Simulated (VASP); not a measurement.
NbCd3: relaxation of cell and atoms with LDA

The system is NbCd3.

```
CELL_PARAMETERS angstrom
4.21500 0.00000 0.00000
0.00000 4.21500 0.00000
0.00000 0.00000 4.21500
ATOMIC_POSITIONS crystal
Nb 0.00000 0.00000 0.00000
Cd 0.00000 0.50000 0.50000
Cd 0.50000 0.00000 0.50000
Cd 0.50000 0.50000 0.00000
```

```
Program                : VASP 6.6.1
Task                   : relaxation of cell and atoms
Functional             : LDA
Potentials or basis    : VASP PAW LDA potentials, release 64 (Nb_sv, Cd)
Cutoff                 : 600 eV
k mesh                 : 8 × 8 × 8
Occupations            : fermi-dirac, width 0.1 eV
Spin                   : no spin polarisation
Dipole correction      : no
Further INCAR settings : ALGO = Normal; EDIFF = 1e-07; IBRION = 2; EDIFFG = -0.002; NSW = 100; ISIF = 3
```

| Quantity | Value |
| --- | --- |
| Relaxed volume | 18.45 Å³/atom |
| Relaxed cell | a = 4.195 Å, b = 4.195 Å, c = 4.195 Å, α = 90.00°, β = 90.00°, γ = 90.00° |
| Space group after relaxing (to 0.1 Å) | Pm-3m (No. 221) |
| Energy gained by relaxing | 1.5 meV/atom |
| Ionic steps | 3 |
| Pressure after relaxing | 0.0 GPa |
| Band gap on the k mesh | zero (an odd number of electrons rules out a gap without spin polarisation) |

The path:
```
step  energy change (eV)  largest force (eV/Å)  pressure (GPa)  volume (Å³)
   1              0.0000                0.0000           -1.73        74.88
   2              0.0004                0.0000            1.89        72.72
   3             -0.0059                0.0000           -0.01        73.81
```

Final structure:
```yaml
crystal:
  lattice:
    - [4.19468, 0.00000, 0.00000]
    - [0.00000, 4.19468, 0.00000]
    - [0.00000, 0.00000, 4.19468]
  atoms:
    - { symbol: Nb, position: [0.00000, 0.00000, 0.00000] }
    - { symbol: Cd, position: [0.00000, 0.50000, 0.50000] }
    - { symbol: Cd, position: [0.50000, 0.00000, 0.50000] }
    - { symbol: Cd, position: [0.50000, 0.50000, 0.00000] }
```

Levels at points of the mesh, in eV from the Fermi level:
| k point | band 22 | band 23 | band 24 | band 25 | band 26 | band 27 | band 28 | band 29 |
| --- | --- | --- | --- | --- | --- | --- | --- | --- |
| (0.00, 0.00, 0.00) | -0.94 | 0.18 | 0.18 | 0.18 | 1.33 | 1.33 | 1.33 | 5.69 |
| (0.50, 0.00, 0.00) | -0.93 | -0.93 | -0.83 | 1.04 | 1.24 | 3.26 | 4.33 | 4.33 |
| (0.50, 0.50, 0.00) | -3.21 | -3.21 | -0.34 | -0.34 | 1.14 | 1.88 | 2.23 | 5.70 |
| (0.50, 0.50, 0.50) | -2.43 | -2.43 | -1.21 | -1.21 | -1.21 | 1.54 | 1.54 | 3.89 |

Run time: 2.1 min on 1 thread of AMD EPYC 9R45 96-Core Processor (Zen 5), with other jobs on the host, peak memory 0.2 GiB.

LDA usually gives volumes a few per cent too small. Zero-point motion and thermal expansion aren't in these numbers.
